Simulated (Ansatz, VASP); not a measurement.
## KBr in VASP and in Ansatz

Contents of POSCAR:

```
KBr
1.0
    3.9757950588      0.0000000000      0.0000000000
    0.0000000000      3.9757950588      0.0000000000
    0.0000000000      0.0000000000      3.9757950588
K Br
1 1
Direct
    0.0000000000      0.0000000000      0.0000000000
    0.5000000000      0.5000000000      0.5000000000
```

File INCAR.step1:

```
  PREC = Accurate
  ENCUT = 520
  ISMEAR = -1
  SIGMA = 0.02
  LREAL = F
  LASPH = T
  NELM = 100
  NBANDS = 15
  GGA = PE
  ALGO = Normal
  EDIFF = 1E-4
  LWAVE = T
  LCHARG = F
```

The input INCAR.step2:

```
  PREC = Accurate
  ENCUT = 520
  EDIFF = 1E-8
  ISMEAR = -1
  SIGMA = 0.02
  LREAL = F
  LASPH = T
  NELM = 100
  ALGO = Normal
  ISIF = 2
  LWAVE = F
  LCHARG = F
  METAGGA = R2SCAN
  LMIXTAU = T
  LEFG = T
  NBANDS = 15
  ISTART = 1
```

File KPOINTS:

```
Automatic mesh
0
Gamma
  7 7 7
```

Input for Ansatz:

```yaml
crystal:
  lattice:
    - [3.9757950588, 0.0, 0.0]
    - [0.0, 3.9757950588, 0.0]
    - [0.0, 0.0, 3.9757950588]
  atoms:
    - { symbol: K, position: [0.0, 0.0, 0.0] }
    - { symbol: Br, position: [0.5, 0.5, 0.5] }
kpoints:
  mp_grid: { grid: [7, 7, 7] }
scf:
  occupations: { method: fermi_dirac, width: 0.02 }
hamiltonian:
  xc: r2scan
  pseudopotentials: { kind: paw }
output:
  forces: true
  stress: true
  eigenvalues: true
  efg: { contact_densities: true }
  populations: true
```

Alike in both runs: task electric field gradients; functional r2SCAN; k mesh 7 × 7 × 7; occupations fermi-dirac, width 0.02 eV; no spin polarisation.

|  | VASP | Ansatz |
| --- | --- | --- |
| version | VASP 6.6.1 | Ansatz 0.2.0 |
| potentials or method | VASP PAW PBE potentials, release 64 (K_sv, Br) | PAW with Ansatz's default frozen-core files, scalar-relativistic |
| plane-wave cutoff (eV) | 520 | 500 |
| valence electrons in the cell | 16 | 16 |

```tsv
	VASP	Ansatz	Ansatz less VASP
gap on the k mesh at the Fermi level (eV)	4.80	4.79	-0.004
pressure (GPa)	0.0	0.0	+0.01
```

VASP's potentials were made for PBE, not for r2SCAN.
